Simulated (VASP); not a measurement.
Wanted: the native input for a VASP 6.6.1 run.

```
Task                   : single point
Functional             : r2SCAN
Potentials or basis    : VASP PAW PBE potentials, release 64 (H, Cl)
Cutoff                 : 520 eV
k mesh                 : 10 × 10 × 10
Occupations            : gaussian, width 0.01 eV
Spin                   : no spin polarisation
Dipole correction      : no
Further INCAR settings : ALGO = Normal; EDIFF = 1e-06; NBANDS = 11
```

The system is HCl.

```
CELL_PARAMETERS angstrom
0.00000 3.57451 3.57467
1.60509 0.00000 3.57467
1.60509 3.57451 0.00000
ATOMIC_POSITIONS crystal
H 0.00000 0.00000 0.00000
Cl 0.50000 0.50000 0.50000
```

This cell differs from its parent crystal: strain +4.9%.

One way to write it, as run:

POSCAR

```
HCl
1.0
    0.0000000000      3.5745094998      3.5746681439
    1.6050948211      0.0000000000      3.5746681439
    1.6050948211      3.5745094998      0.0000000000
H Cl
1 1
Direct
    0.0000000000      0.0000000000      0.0000000000
    0.5000000000      0.5000000000      0.5000000000
```

INCAR.step1

```
SYSTEM = HCl
PREC = Accurate ; ENCUT = 520
ISMEAR = 0 ; SIGMA = 0.01
LREAL = .False. ; LASPH = .True.
NELM = 100 ; NBANDS = 11
GGA = PE ; ALGO = Normal
EDIFF = 1E-4 ; LWAVE = .True.
LCHARG = .False.
```

INCAR.step2

```
SYSTEM = HCl
PREC = Accurate ; ENCUT = 520
EDIFF = 1E-6 ; ISMEAR = 0
SIGMA = 0.01 ; LREAL = .False.
LASPH = .True. ; NELM = 100
ALGO = Normal ; ISIF = 2
LWAVE = .False. ; LCHARG = .True.
METAGGA = R2SCAN ; LMIXTAU = .True.
LELF = .True. ; LVHAR = .True.
NBANDS = 11 ; ISTART = 1
```

KPOINTS

```
Automatic mesh
0
Gamma
  10 10 10
  0 0 0
```

Potentials or basis: VASP PAW PBE potentials, release 64 (H, Cl).

Command:

```console
$ cat potpaw_PBE.64/H/POTCAR potpaw_PBE.64/Cl/POTCAR > POTCAR
$ cp INCAR.step1 INCAR
$ mpirun -np 1 vasp_std > vasp.out
$ cp INCAR.step2 INCAR
$ mpirun -np 1 vasp_std > vasp.out
```

Results of the run:

- Pressure: -3.9 GPa
- Band gap on the k mesh: 2.63 eV (least direct gap 2.89 eV)

Caveat: the cell differs from its parent crystal (strain +4.9%); the cell stands under tension; the PAW data sets were made with another functional, which shifts forces and pressure a little.

Wall time 6.3 min on 1 thread of Intel Xeon 8259CL (shared host), peak memory 0.23 GiB.
